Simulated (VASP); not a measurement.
Co, 2 atoms in the cell. Symmetry: P6_3/mmc, No. 194, hexagonal system. The conventional cell has a = 2.507 Å, b = 2.507 Å, c = 4.070 Å, α = 90.00°, β = 90.00°, γ = 120.00°. Co (site symmetry -6m2) has 12 Co at 2.50 to 2.51 Å within 3.3 Å. 

* Program: VASP 6.6.1
* Task: single point
* Functional: PBE
* Potentials or basis: VASP PAW PBE potentials, release 64 (Co)
* Cutoff: 520 eV
* k mesh: 15 × 15 × 8
* Occupations: fermi-dirac, width 0.08 eV
* Spin: collinear spin, ferromagnetic start
* Starting moments: [2.0, 2.0] μB
* Dipole correction: no
* Further INCAR settings: ALGO = Normal; EDIFF = 1e-06; NBANDS = 20

Potentials or basis: VASP PAW PBE potentials, release 64 (Co).

Run with:

```bash
$ cat potpaw_PBE.64/Co/POTCAR > POTCAR
$ mpirun -np 1 vasp_std > vasp.out
```

Hardware: 1 thread of Intel(R) Xeon(R) 6975P-C (Granite Rapids), with other jobs on the host.

How long does it take, and how much memory?

Wall time 42 s on 1 thread of Intel(R) Xeon(R) 6975P-C (Granite Rapids), with other jobs on the host, peak memory 0.2 GiB. Counts: scf iterations 13, k points 135.
